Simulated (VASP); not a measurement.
# SiGe (P6_3mc) in VASP: a series of runs

Runs on SiGe. Level: r2SCAN. Tasks: single point.

All numbers are computed with VASP 6.6.1; they aren't measurements. Logs are shortened: lines on timing, memory, paths and dates and some standing lists are left out, and cuts for length are marked.

### 1 The cell of the first run

The structure is hexagonal, space group P6_3mc (No. 186). Conventional cell: a = 3.909 Å, b = 3.909 Å, c = 6.389 Å, α = 90.00°, β = 90.00°, γ = 120.00°. Within 3.2 Å of Si (site symmetry 3m) lie 4 Ge at 2.39 to 2.40 Å. Within 3.2 Å of Ge (site symmetry 3m) lie 4 Si at 2.39 to 2.40 Å.

### 2 Single point, r2SCAN (uniaxial strain along c: -1.0 %, then relaxed in part)

File POSCAR:

```
SiGe
1.0
    3.9087805968      0.0000000000      0.0000000000
   -1.9543902984      3.3851032946      0.0000000000
    0.0000000000      0.0000000000      6.3891428705
Si Ge
2 2
Direct
    0.6666666669      0.3333333331      0.8751381840
    0.3333333331      0.6666666669      0.3751381840
    0.6666666664      0.3333333336      0.4998608160
    0.3333333336      0.6666666664     -0.0001391840
```

File INCAR.step1:

```
PREC = Accurate
ENCUT = 520
ISMEAR = 0
SIGMA = 0.02
LREAL = False
LASPH = True
NELM = 100
NBANDS = 26
GGA = PE
ALGO = Normal
EDIFF = 1E-4
LWAVE = True
LCHARG = False
```

File INCAR.step2:

```
PREC = Accurate
ENCUT = 520
EDIFF = 1E-7
ISMEAR = 0
SIGMA = 0.02
LREAL = False
LASPH = True
NELM = 100
ALGO = Normal
ISIF = 2
LWAVE = False
LCHARG = False
METAGGA = R2SCAN
LMIXTAU = True
NBANDS = 26
ISTART = 1
```

File KPOINTS:

```
regular mesh
0
Gamma
  12 12 4
```

Potentials or basis: VASP PAW PBE potentials, release 64 (Si, Ge_d).

Command:

```console
$ cat potpaw_PBE.64/Si/POTCAR potpaw_PBE.64/Ge_d/POTCAR > POTCAR
$ cp INCAR.step1 INCAR
$ mpirun -np 1 vasp_std > vasp.out
$ cp INCAR.step2 INCAR
$ mpirun -np 1 vasp_std > vasp.out
```

OUTCAR:

```text
PREC = Accurate
   ENCUT = 520
   EDIFF = 1E-7
   ISMEAR = 0
   LREAL = False
   LASPH = True
   NELM = 100
   ISIF = 2
   METAGGA = R2SCAN
   ISTART = 1

 ion  position               nearest neighbor table
   1  0.667  0.333  0.875-   4 2.39   4 2.39   4 2.39   3 2.40
   2  0.333  0.667  0.375-   3 2.39   3 2.39   3 2.39   4 2.40
   3  0.667  0.333  0.500-   2 2.39   2 2.39   2 2.39   1 2.40
   4  0.333  0.667  1.000-   1 2.39   1 2.39   1 2.39   2 2.40

  LATTYP: Found a hexagonal cell.
 ALAT       =     3.9087805968
 C/A-ratio  =     1.6345616522

  Lattice vectors:

 A1 = (   3.9087805968,   0.0000000000,   0.0000000000)
 A2 = (  -1.9543902984,   3.3851032946,   0.0000000000)
 A3 = (   0.0000000000,   0.0000000000,   6.3891428705)

Analysis of symmetry for initial positions (statically):
=====================================================================
 Subroutine PRICEL returns:
 Original cell was already a primitive cell.

 Routine SETGRP: Setting up the symmetry group for a
 hexagonal supercell.

 Subroutine GETGRP returns: Found 12 space group operations
 (whereof  6 operations were pure point group operations)
 out of a pool of 24 trial point group operations.

The static configuration has the point symmetry C_3v.
 The point group associated with its full space group is C_6v.

Analysis of symmetry for dynamics (positions and initial velocities):
=====================================================================
 Subroutine PRICEL returns:
 Original cell was already a primitive cell.

 Routine SETGRP: Setting up the symmetry group for a
 hexagonal supercell.

 Subroutine GETGRP returns: Found 12 space group operations
 (whereof  6 operations were pure point group operations)
 out of a pool of 24 trial point group operations.

The dynamic configuration has the point symmetry C_3v.
 The point group associated with its full space group is C_6v.

 Subroutine INISYM returns: Found 12 space group operations
 (whereof  6 operations are pure point group operations),
 and found     1 'primitive' translations

----------------------------------------------------------------------------------------

                                     Primitive cell

  volume of cell :      84.5387

  direct lattice vectors                    reciprocal lattice vectors
[... 83 lines left out ...]
   ISTART =      1    job   : 0-new  1-cont  2-samecut
   ICHARG =      0    charge: 1-file 2-atom 10-const
   ISPIN  =      1    spin polarized calculation?
   LNONCOLLINEAR =      F non collinear calculations
   LSORBIT =      F    spin-orbit coupling
   LASPH  =      T    aspherical Exc in radial PAW
   ENCUT  =  520.0 eV  38.22 Ry    6.18 a.u.   7.27  7.27 11.88*2*pi/ulx,y,z
   NELM   =    100;   NELMIN=  2; NELMDL=  0     # of ELM steps
   EDIFF  = 0.1E-06   stopping-criterion for ELM
   LREAL  =      F    real-space projection
   EDIFFG = 0.1E-05   stopping-criterion for IOM
   NSW    =      0    number of steps for IOM
   IBRION =     -1    ionic relax: 0-MD 1-quasi-New 2-CG
   NFREE  =      0    steps in history (QN), initial steepest desc. (CG)
   ISIF   =      2    stress and relaxation
   ISYM   =      2    0-nonsym 1-usesym 2-fastsym
   POTIM  = 0.5000    time-step for ionic-motion
   TEBEG  =    0.0;   TEEND  =   0.0 temperature during run
   PSTRESS=    0.0 pullay stress
   NELECT =      36.0000    total number of electrons
   NUPDOWN=      -1.0000    fix difference up-down
   EMIN   =  10.00;   EMAX   =-10.00  energy-range for DOS
   EFERMI =   0.00;   METHOD = LEGACY
   ISMEAR =     0;   SIGMA  =   0.02  broadening in eV -4-tet -1-fermi 0-gaus
   EFERMI_NEDOS =   21; number of points for ismear=-14 and -15
   IALGO  =     38    algorithm
   IMIX   =      4    mixing-type and parameters
     AMIX     =   0.40;   BMIX     =  1.00
     AMIX_MAG =   1.60;   BMIX_MAG =  1.00
  volume/ion in A,a.u.               =      21.13       142.62
  Fermi-wavevector in a.u.,A,eV,Ry     =   1.231659  2.327498 20.639810  1.516983
  Thomas-Fermi vector in A             =   2.366460
   LORBIT       =      0    0 simple, 1 ext, 2 COOP (PROOUT), +10 PAW based schemes
   METAGGA = R2SCAN    functional components
   LHFCALC =     F    Hartree Fock is set to
   AEXX    =    0.0000 exact exchange contribution
   IVDW    =     0    specifies the selected vdW correction
   LEPSILON=     F    determine dielectric tensor
   LRPA    =     F    only Hartree local field effects (RPA)
 non-spin polarized calculation
 Gauss-broadening in eV      SIGMA  =   0.02
  energy-cutoff  :      520.00
  volume of cell :       84.54
 maximum number of plane-waves:      2297
 NGX is ok and might be reduce to    30
   NGX = 15   NGY = 15   NGZ = 23

 number of electron      35.9999981 magnetization

 Free energy of the ion-electron system (eV)
  ---------------------------------------------------
  ext. energy  EPLUGINS =         0.00000000
  ---------------------------------------------------
  free energy    TOTEN  =       -45.17041519 eV

  energy without entropy =      -45.17041519  energy(sigma->0) =      -45.17041519

 E-fermi :   5.7013     XC(G=0): -10.4094

 val. band max:        5.5350602582   @ k =   0.0000   0.0000   0.0000
 cond. band min:       6.1430590134   @ k =   0.5000   0.0000   0.0000
 fundamental gap:      0.6079987552
 Fermi energy:         5.7013498610

 k-point     1 :       0.0000    0.0000    0.0000
  band No.  band energies     occupation
      1     -19.6776      2.00000
      2     -19.6773      2.00000
      3     -19.6739      2.00000
      4     -19.6739      2.00000
      5     -19.6707      2.00000
      6     -19.6707      2.00000
[... 685 lines left out ...]
     25      13.1263      0.00000
     26      13.2494      0.00000

 [... further k-points ...]
[... 5 lines left out ...]
  --------------------------------------------------------------------------------------
  -------------------------------------------------------------------------------------
  Total       -0.0219223     -0.0219223      1.0568638      0.0000000      0.0000000      0.0000000
  in kB       -0.4154710     -0.4154710     20.0296694      0.0000000      0.0000000      0.0000000
  external PRESSURE =       6.3995758 kB  Pullay stress =       0.0000000 kB

 VOLUME and BASIS-vectors are now :
 -----------------------------------------------------------------------------
  energy-cutoff  :      520.00
  volume of cell :       84.54
      direct lattice vectors                 reciprocal lattice vectors
     3.908780597  0.000000000  0.000000000     0.255834262  0.147705980  0.000000000
    -1.954390298  3.385103295  0.000000000     0.000000000  0.295411960  0.000000000
     0.000000000  0.000000000  6.389142870     0.000000000  0.000000000  0.156515517

 POSITION                                       TOTAL-FORCE (eV/Angst)
 -----------------------------------------------------------------------------------
      1.95439      1.12837      5.59138        -0.000000      0.000000     -0.003865
     -0.00000      2.25674      2.39681        -0.000000      0.000000     -0.003865
      1.95439      1.12837      3.19368        -0.000000      0.000000      0.003865
      0.00000      2.25674      6.38825         0.000000     -0.000000      0.003865
 -----------------------------------------------------------------------------------
    total drift:                                0.000000     -0.000000      0.017810

  FREE ENERGIE OF THE ION-ELECTRON SYSTEM (eV)
  ---------------------------------------------------
  free  energy   TOTEN  =       -45.1704151871 eV

  energy  without entropy=      -45.1704151871  energy(sigma->0) =      -45.17041519
```

OUTCAR.step1:

```text
PREC = Accurate
   ENCUT = 520
   ISMEAR = 0
   LREAL = False
   LASPH = True
[... 927 lines left out ...]
      1.95439      1.12837      5.59138         0.000000     -0.000000      0.009912
     -0.00000      2.25674      2.39681        -0.000000      0.000000      0.009912
      1.95439      1.12837      3.19368         0.000000     -0.000000     -0.009912
      0.00000      2.25674      6.38825        -0.000000      0.000000     -0.009912
 -----------------------------------------------------------------------------------
    total drift:                                0.000000      0.000000      0.000970

  FREE ENERGIE OF THE ION-ELECTRON SYSTEM (eV)
  ---------------------------------------------------
  free  energy   TOTEN  =       -19.7046003440 eV

  energy  without entropy=      -19.7046003440  energy(sigma->0) =      -19.70460034
```

OSZICAR.step1:

```text
N       E                     dE             d eps       ncg     rms          rms(c)
DAV:   1     0.265483531317E+03    0.26548E+03   -0.17741E+04  3460   0.299E+03
DAV:   2     0.230500579794E+02   -0.24243E+03   -0.23369E+03  2980   0.647E+02
DAV:   3    -0.182480080117E+02   -0.41298E+02   -0.40853E+02  3520   0.154E+02
DAV:   4    -0.199327706900E+02   -0.16848E+01   -0.16817E+01  3608   0.342E+01
DAV:   5    -0.199679976898E+02   -0.35227E-01   -0.35216E-01  3582   0.559E+00    0.574E+00
DAV:   6    -0.197891673430E+02    0.17883E+00   -0.88627E-02  3454   0.195E+00    0.344E+00
DAV:   7    -0.197010024941E+02    0.88165E-01   -0.15811E-01  3378   0.235E+00    0.215E-01
DAV:   8    -0.197038042952E+02   -0.28018E-02   -0.14976E-02  3582   0.116E+00    0.104E-01
DAV:   9    -0.197043733583E+02   -0.56906E-03   -0.64867E-04  3126   0.244E-01    0.705E-02
DAV:  10    -0.197045723420E+02   -0.19898E-03   -0.17614E-04  2802   0.764E-02    0.192E-02
DAV:  11    -0.197046003440E+02   -0.28002E-04   -0.41635E-05  2266   0.629E-02
   1 F= -.19704600E+02 E0= -.19704600E+02  d E =-.562364E-41
```

Run time: 7.6 min. Hardware: 1 thread of Intel Xeon Platinum 8488C (Sapphire Rapids), shared host; peak memory 0.26 GiB.

What came out:

```
Free energy            : -45.1704 eV
Pressure               : 0.6 GPa
Largest force          : 0.004 eV/Å
Band gap on the k mesh : 0.61 eV (least direct gap 0.68 eV)
```

Forces on the atoms (eV/Å):
```
Si   0.000  0.000 -0.004
Si   0.000  0.000 -0.004
Ge   0.000  0.000  0.004
Ge   0.000  0.000  0.004
```

Stress tensor (GPa, compression positive):
```
-0.04  0.00  0.00
 0.00 -0.04  0.00
 0.00  0.00  2.00
```

Caveat: the cell differs from its parent crystal (uniaxial strain along c: -1.0 %, then relaxed in part); semilocal functionals underestimate gaps, and a narrow one can read as zero; the PAW data sets were made with another functional, which shifts forces and pressure a little. A k mesh can miss the band edges.

### 3 Single point, r2SCAN (uniaxial strain along c: +2.0 %, then relaxed in part)

File POSCAR:

```
SiGe
1.0
    3.8955526134      0.0000000000      0.0000000000
   -1.9477763067      3.3736475250      0.0000000000
    0.0000000000      0.0000000000      6.5827532605
Si Ge
2 2
Direct
    0.6666666672      0.3333333328      0.8733279874
    0.3333333328      0.6666666672      0.3733279874
    0.6666666662      0.3333333338      0.5016710126
    0.3333333338      0.6666666662      0.0016710126
```

File INCAR.step1:

```
SYSTEM = SiGe
PREC = Accurate ; ENCUT = 520
ISMEAR = 0 ; SIGMA = 0.02
LREAL = .False. ; LASPH = .True.
NELM = 80 ; NBANDS = 26
GGA = PE ; ALGO = Normal
EDIFF = 1E-4 ; LWAVE = .True.
LCHARG = .False.
```

File INCAR.step2:

```
SYSTEM = SiGe
PREC = Accurate ; ENCUT = 520
EDIFF = 1E-6 ; ISMEAR = 0
SIGMA = 0.02 ; LREAL = .False.
LASPH = .True. ; NELM = 80
ALGO = Normal ; ISIF = 2
LWAVE = .False. ; LCHARG = .True.
METAGGA = R2SCAN ; LMIXTAU = .True.
LELF = .True. ; LVHAR = .True.
NBANDS = 26 ; ISTART = 1
```

File KPOINTS:

```
regular mesh
0
Gamma
  12 12 4
  0 0 0
```

Potentials or basis: VASP PAW PBE potentials, release 64 (Si, Ge_d).

Command:

```console
$ cat potpaw_PBE.64/Si/POTCAR potpaw_PBE.64/Ge_d/POTCAR > POTCAR
$ cp INCAR.step1 INCAR
$ mpirun -np 1 vasp_std > vasp.out
$ cp INCAR.step2 INCAR
$ mpirun -np 1 vasp_std > vasp.out
```

Run time: 4.2 min. Hardware: 1 thread of AMD EPYC 9R45 (Zen 5), shared host; peak memory 0.25 GiB.

It converged, with:

| Quantity | Value |
| --- | --- |
| Free energy | -45.1555 eV |
| Pressure | -1.3 GPa |
| Band gap on the k mesh | 0.72 eV (least direct gap 0.96 eV) |

Stress tensor (GPa, compression positive):
```
-0.03  0.00  0.00
 0.00 -0.03  0.00
 0.00  0.00 -3.84
```

Levels at points of the mesh, in eV from the valence-band top:
| k point | band 14 | band 15 | band 16 | band 17 | band 18 | band 19 | band 20 | band 21 | band 22 | band 23 |
| --- | --- | --- | --- | --- | --- | --- | --- | --- | --- | --- |
| (0.00, 0.00, 0.00) | -1.54 | -1.54 | -0.49 | 0.00 | 0.00 | 0.96 | 1.47 | 2.30 | 2.30 | 2.90 |
| (0.50, 0.00, 0.00) | -6.69 | -4.88 | -3.21 | -3.09 | -1.63 | 0.76 | 2.21 | 3.38 | 3.59 | 4.18 |
| (0.00, 0.00, 0.50) | -4.84 | -0.94 | -0.94 | -0.94 | -0.94 | 1.70 | 1.70 | 3.36 | 3.36 | 3.36 |
| (0.50, 0.00, 0.50) | -7.85 | -2.81 | -2.81 | -2.57 | -2.57 | 0.83 | 0.83 | 2.07 | 2.07 | 6.05 |

Caveat: the cell differs from its parent crystal (uniaxial strain along c: +2.0 %, then relaxed in part); semilocal functionals underestimate gaps, and a narrow one can read as zero; the PAW data sets were made with another functional, which shifts forces and pressure a little. A k mesh can miss the band edges.

### 4 Single point, r2SCAN

This run uses another cell than the first one, of 21.63 Å³/atom.

POSCAR is that of step 3.

File INCAR.step1:

```
PREC = Accurate
ENCUT = 520
ISMEAR = 0
SIGMA = 0.02
LREAL = False
LASPH = True
NELM = 100
NBANDS = 26
GGA = PE
ALGO = Normal
EDIFF = 1E-4
LWAVE = True
LCHARG = False
```

File INCAR.step2:

```
PREC = Accurate
ENCUT = 520
EDIFF = 1E-6
ISMEAR = 0
SIGMA = 0.02
LREAL = False
LASPH = True
NELM = 100
ALGO = Normal
ISIF = 2
LWAVE = False
LCHARG = False
METAGGA = R2SCAN
LMIXTAU = True
NBANDS = 26
ISTART = 1
```

File KPOINTS:

```
regular mesh
0
Gamma
  12 12 4
```

Command:

```console
$ cat potpaw_PBE.64/Si/POTCAR potpaw_PBE.64/Ge_d/POTCAR > POTCAR
$ cp INCAR.step1 INCAR
$ mpirun -np 1 vasp_std > vasp.out
$ cp INCAR.step2 INCAR
$ mpirun -np 1 vasp_std > vasp.out
```

Run time: 4 min. Hardware: 1 thread of AMD EPYC 9R45 (Zen 5), shared host; peak memory 0.25 GiB.

Results (log left out):

```
Free energy            : -45.1555 eV
Pressure               : -1.3 GPa
Band gap on the k mesh : 0.72 eV (least direct gap 0.96 eV)
```

Stress tensor (GPa, compression positive):
```
-0.03  0.00  0.00
 0.00 -0.03  0.00
 0.00  0.00 -3.84
```

Levels at points of the mesh, in eV from the valence-band top:
```
           k point  band 14  band 15  band 16  band 17  band 18  band 19  band 20  band 21  band 22  band 23
(0.00, 0.00, 0.00)    -1.54    -1.54    -0.49     0.00     0.00     0.96     1.47     2.30     2.30     2.90
(0.50, 0.00, 0.00)    -6.69    -4.88    -3.21    -3.09    -1.63     0.76     2.21     3.38     3.59     4.18
(0.00, 0.00, 0.50)    -4.84    -0.94    -0.94    -0.94    -0.94     1.70     1.70     3.36     3.36     3.36
(0.50, 0.00, 0.50)    -7.85    -2.81    -2.81    -2.57    -2.57     0.83     0.83     2.07     2.07     6.05
```

Caveat: semilocal functionals underestimate gaps, and a narrow one can read as zero; the PAW data sets were made with another functional, which shifts forces and pressure a little. A k mesh can miss the band edges.

### 5 Single point, r2SCAN (uniaxial strain along c: +3.0 %)

File POSCAR:

```
SiGe
1.0
    3.8750948107      0.0000000000      0.0000000000
   -1.9375474053      3.3559305481      0.0000000000
    0.0000000000      0.0000000000      6.6472900572
Si Ge
2 2
Direct
    0.6666666672      0.3333333328      0.8733279874
    0.3333333328      0.6666666672      0.3733279874
    0.6666666662      0.3333333338      0.5016710126
    0.3333333338      0.6666666662      0.0016710126
```

File INCAR.step1:

```
PREC     = Accurate       # precision mode
ENCUT    = 520            # plane-wave cutoff, eV
ISMEAR   = 0              # smearing method
SIGMA    = 0.02           # smearing width, eV
LREAL    = False          # projectors in reciprocal space
LASPH    = True           # aspherical terms in the spheres
NELM     = 100            # most SCF steps
NBANDS   = 26             # bands
GGA      = PE             # functional
ALGO     = Normal         # electronic algorithm
EDIFF    = 1E-4           # SCF threshold, eV
LWAVE    = True           # write WAVECAR
LCHARG   = False          # write CHGCAR
```

File INCAR.step2:

```
PREC     = Accurate       # precision mode
ENCUT    = 520            # plane-wave cutoff, eV
EDIFF    = 1E-6           # SCF threshold, eV
ISMEAR   = 0              # smearing method
SIGMA    = 0.02           # smearing width, eV
LREAL    = False          # projectors in reciprocal space
LASPH    = True           # aspherical terms in the spheres
NELM     = 100            # most SCF steps
ALGO     = Normal         # electronic algorithm
ISIF     = 2              # what is computed and relaxed
LWAVE    = False          # write WAVECAR
LCHARG   = True           # write CHGCAR
METAGGA  = R2SCAN         # meta-GGA
LMIXTAU  = True         
LELF     = True           # ELF
LVHAR    = True         
NBANDS   = 26             # bands
ISTART   = 1
```

KPOINTS is that of step 4.

Command:

```console
$ cat potpaw_PBE.64/Si/POTCAR potpaw_PBE.64/Ge_d/POTCAR > POTCAR
$ cp INCAR.step1 INCAR
$ mpirun -np 1 vasp_std > vasp.out
$ cp INCAR.step2 INCAR
$ mpirun -np 1 vasp_std > vasp.out
```

It took 4.1 min on 1 thread of AMD EPYC 9R45 (Zen 5), shared host; peak memory 0.25 GiB.

It converged, with:

- Free energy: -45.1273 eV
- Pressure: -1.2 GPa
- Largest force: 0.116 eV/Å
- Band gap on the k mesh: 0.71 eV (least direct gap 1.12 eV)

Forces on the atoms (eV/Å):
```
Si   0.000  0.000 -0.116
Si   0.000  0.000 -0.116
Ge   0.000  0.000  0.116
Ge   0.000  0.000  0.116
```

Stress tensor (GPa, compression positive):
```
 1.09  0.00  0.00
 0.00  1.09  0.00
 0.00  0.00 -5.69
```

Levels at points of the mesh, in eV from the valence-band top:
```csv
k point,band 16,band 17,band 18,band 19,band 20,band 21
"(0.00, 0.00, 0.00)",-0.53,0.00,0.00,1.12,1.26,2.38
"(0.50, 0.00, 0.00)",-3.17,-3.07,-1.66,0.82,2.17,3.34
"(0.00, 0.00, 0.50)",-0.88,-0.88,-0.88,1.83,1.83,3.41
"(0.50, 0.00, 0.50)",-2.86,-2.55,-2.55,0.79,0.79,2.04
```

Caveat: the cell differs from its parent crystal (uniaxial strain along c: +3.0 %); the stress differs along the axes, from -6 to 1 GPa; semilocal functionals underestimate gaps, and a narrow one can read as zero; the PAW data sets were made with another functional, which shifts forces and pressure a little. A k mesh can miss the band edges.

### 6 Overview

| cell | gap on the mesh (eV) | pressure (GPa) |
| --- | --- | --- |
| a = 3.909, b = 3.909, c = 6.389 Å, angles 90.0, 90.0, 120.0°, 4 atoms, atomic positions A | 0.61 | 0.6 |
| a = 3.896, b = 3.896, c = 6.583 Å, angles 90.0, 90.0, 120.0°, 4 atoms, atomic positions B | 0.72 | -1.3 |
| a = 3.875, b = 3.875, c = 6.647 Å, angles 90.0, 90.0, 120.0°, 4 atoms, atomic positions B | 0.71 | -1.2 |

Alike in all rows: task single point; level r2SCAN; potentials or basis VASP PAW PBE potentials, release 64 (Si, Ge_d); no spin polarisation; k mesh 12 × 12 × 4; cutoff (eV) 520; smearing gaussian 0.02 eV.

Caveats: semilocal functionals underestimate gaps, and a narrow one can read as zero; the PAW data sets were made with another functional, which shifts forces and pressure a little; the stress differs along the axes, from -6 to 1 GPa (at least some runs).

Absolute energies hang on the potentials; compare differences alone.
